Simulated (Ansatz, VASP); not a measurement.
## RbCl in VASP and in Ansatz

File POSCAR:

```
RbCl
1.0
    0.0000000000      3.3068991505      3.3068991505
    3.3068991505      0.0000000000      3.3068991505
    3.3068991505      3.3068991505      0.0000000000
Rb Cl
1 1
Direct
    0.5000000000      0.5000000000      0.5000000000
    0.0000000000      0.0000000000      0.0000000000
```

File INCAR.step1:

```
SYSTEM = RbCl
PREC = Accurate
ENCUT = 550
ISMEAR = 0
SIGMA = 0.05
LREAL = .FALSE.
LASPH = .TRUE.
NELM = 120
NBANDS = 15
GGA = PE
ALGO = Normal
EDIFF = 1E-5
LWAVE = .TRUE.
LCHARG = .FALSE.
GGA_COMPAT = .FALSE.
```

Contents of INCAR.step2:

```
SYSTEM = RbCl
PREC = Accurate
ENCUT = 550
EDIFF = 1E-6
ISMEAR = 0
SIGMA = 0.05
LREAL = .FALSE.
LASPH = .TRUE.
NELM = 120
ALGO = Normal
ISIF = 2
LWAVE = .FALSE.
LCHARG = .FALSE.
METAGGA = R2SCAN
LMIXTAU = .TRUE.
NBANDS = 15
ISTART = 1
GGA_COMPAT = .FALSE.
```

File KPOINTS:

```
regular mesh
0
G
  6 6 6
  0 0 0
```

Input for Ansatz:

```yaml
crystal:
  lattice:
    - [0.0, 3.3068991505, 3.3068991505]
    - [3.3068991505, 0.0, 3.3068991505]
    - [3.3068991505, 3.3068991505, 0.0]
  atoms:
    - { symbol: Rb, position: [0.5, 0.5, 0.5] }
    - { symbol: Cl, position: [0.0, 0.0, 0.0] }
basis:
  ecutwfc: 500
  ecutrho_ratio: 4
kpoints:
  mp_grid: { grid: [6, 6, 6] }
hamiltonian:
  xc: r2scan
scf:
  occupations: { method: gaussian, width: 0.05 }
  mixing: { preconditioner: kerker_dos }
output:
  forces: true
  stress: true
```

Alike in both runs: task single point; functional r2SCAN; k mesh 6 × 6 × 6; occupations gaussian, width 0.05 eV; no spin polarisation.

|  | VASP | Ansatz |
| --- | --- | --- |
| version | VASP 6.6.1 | Ansatz 0.2.0 |
| potentials or method | VASP PAW PBE potentials, release 64 (Rb_sv, Cl), cutoff 550 eV | scalar-relativistic, plane waves, PAW |
| valence electrons in the cell | 16 | 16 |

|  | VASP | Ansatz | Ansatz less VASP |
| --- | --- | --- | --- |
| pressure (GPa) | 0.0 | 0.0 | -0.01 |

VASP's potentials were made for PBE, not for r2SCAN.
